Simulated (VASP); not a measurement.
Wanted: the native input for a VASP 6.6.1 run.

```
Task                   : single point
Functional             : PBE
Potentials or basis    : VASP PAW PBE potentials, release 64 (Rb_sv, Ge_d)
Cutoff                 : 520 eV
k mesh                 : 8 × 8 × 8
Occupations            : gaussian, width 0.1 eV
Spin                   : no spin polarisation
Dipole correction      : no
Further INCAR settings : ALGO = Normal; EDIFF = 1e-07; NBANDS = 56
```

The structure of RbGe6 lies in POSCAR:

```
RbGe6
1.0
   -3.4875060310      3.4875060310      3.4875060310
    3.4875060310     -3.4875060310      3.4875060310
    3.4875060310      3.4875060310     -3.4875060310
Rb Ge
1 6
Direct
    0.0000000000      0.0000000000      0.0000000000
    0.5000000000      0.7500000000      0.2500000000
    0.7500000000      0.2500000000      0.5000000000
    0.7500000000      0.5000000000      0.2500000000
    0.5000000000      0.2500000000      0.7500000000
    0.2500000000      0.7500000000      0.5000000000
    0.2500000000      0.5000000000      0.7500000000
```

One way to write it, as run:

INCAR

```
  ALGO = Normal
  EDIFF = 1E-7
  ENCUT = 520
  GGA = PE
  ISIF = 2
  ISMEAR = 0
  LASPH = T
  LCHARG = F
  LREAL = F
  LWAVE = F
  NBANDS = 56
  NELM = 60
  PREC = Accurate
  SIGMA = 0.1
```

KPOINTS

```
k-points
0
Gamma
  8 8 8
```

Potentials or basis: VASP PAW PBE potentials, release 64 (Rb_sv, Ge_d).

Command:

```bash
$ cat potpaw_PBE.64/Rb_sv/POTCAR potpaw_PBE.64/Ge_d/POTCAR > POTCAR
$ mpirun -np 1 vasp_std > vasp.out
```

Results of the run:

| Quantity | Value |
| --- | --- |
| Pressure | 5.1 GPa |
| Band gap on the k mesh | zero (an odd number of electrons rules out a gap without spin polarisation) |

Caveat: the cell stands under pressure; an odd number of electrons without spin polarisation forces a metal; a magnetic or distorted state may lie lower.

Run time: 2.7 min on 1 thread of Intel(R) Xeon(R) 6975P-C (Granite Rapids), with other jobs on the host, peak memory 0.44 GiB.
